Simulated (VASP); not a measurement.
Input of a VASP 6.6.1 run:

File INCAR:

```
ALGO = Normal ; EDIFF = 1E-6
ENCUT = 520 ; GGA = PE
ISIF = 2 ; ISMEAR = 0
LASPH = T ; LCHARG = F
LREAL = Auto ; LWAVE = F
NBANDS = 71 ; NELM = 80
PREC = Accurate ; SIGMA = 0.05
```

File KPOINTS:

```
k-points
0
Gamma
  2 2 1
```

File POSCAR:

```
HfSi20H10
1.0
    7.6791800000      0.0000000000      0.0000000000
    0.0000000000      7.6791800000      0.0000000000
    0.0000000000      0.0000000000     18.2543620000
H Si Hf
10 20 1
Direct
    0.4093920184      0.0000000000      0.0547814270
    0.0906079816      0.0000000000      0.0547814270
    0.9093920184      0.0000000000      0.0547814270
    0.5906079816      0.0000000000      0.0547814270
    0.4093920184      0.5000000000      0.0547814270
    0.0906079816      0.5000000000      0.0547814270
    0.9093920184      0.5000000000      0.0547814270
    0.5906079816      0.5000000000      0.0547814270
    0.1875110363      0.4488998825      0.4656851332
    0.7532942319      0.4738573650      0.4670189514
    0.2500000000      0.0000000000      0.1021948069
    0.7500000000      0.0000000000      0.1021948069
    0.2500000000      0.5000000000      0.1021948069
    0.7500000000      0.5000000000      0.1021948069
    0.2447710563      0.2498796747      0.1732906907
    0.7413066239      0.2502367440      0.1726904506
    0.2476881646      0.7513250113      0.1795788316
    0.7493776679      0.7509434601      0.1781653065
   -0.0083581841      0.2498455564      0.2428599805
    0.4931469245      0.2512559935      0.2466676184
   -0.0038785391      0.7575202040      0.2561709360
    0.5005815725      0.7511838504      0.2549551718
   -0.0038561409      0.0224022617      0.3261612759
    0.5090224477      0.0096811118      0.3255914395
   -0.0097886754      0.4907849536      0.3215249593
    0.4999924471      0.4912575301      0.3271441094
    0.2612521129      0.0577101982      0.3968136493
    0.7436904722      0.0706019393      0.4042213034
    0.2374443625      0.4051157806      0.3833024129
    0.7509695046      0.3993245373      0.3896015100
    1.0169128735      0.2114031707      0.4578462945
```

Potentials or basis: VASP PAW PBE potentials, release 64 (H, Si, Hf_pv).

The run is started by

```bash
$ cat potpaw_PBE.64/H/POTCAR potpaw_PBE.64/Si/POTCAR potpaw_PBE.64/Hf_pv/POTCAR > POTCAR
$ mpirun -np 1 vasp_std > vasp.out
```

Task: Predict the band gap on the k mesh.

Result: Zero (bands 50 and 51 overlap by 0.13 eV).

Task: What does it give for the largest force?

Result: 0.638 eV/Å.

Forces in eV/Å, atoms in the order of the input:
```
H   -0.584 -0.045 -0.017
H    0.624 -0.096 -0.016
H   -0.603 -0.038  0.028
H    0.617 -0.086 -0.091
H   -0.581  0.091 -0.005
H    0.631  0.094 -0.005
H   -0.621  0.035  0.016
H    0.609  0.133 -0.070
H    0.147 -0.096 -0.005
H    0.128 -0.018  0.039
Si   0.026 -0.247  0.002
Si  -0.250 -0.216 -0.122
Si  -0.001  0.303  0.082
Si  -0.119  0.279 -0.080
Si   0.032  0.000 -0.003
Si   0.040 -0.008 -0.009
Si   0.018  0.011 -0.015
Si  -0.020  0.006  0.007
Si   0.036  0.085  0.002
Si   0.048 -0.023  0.000
Si   0.013  0.112 -0.022
Si   0.000 -0.084  0.019
Si   0.029  0.104 -0.028
Si  -0.020 -0.041 -0.021
Si   0.019  0.015  0.042
Si  -0.074 -0.111  0.080
Si   0.006  0.088 -0.049
Si  -0.055  0.013 -0.115
Si  -0.044 -0.137  0.047
Si   0.079 -0.049 -0.042
Hf  -0.132 -0.073  0.352
```

Caveat: the k points lie up to 0.41 Å⁻¹ apart; spin-orbit coupling is left out, which moves the levels of the heavy elements.
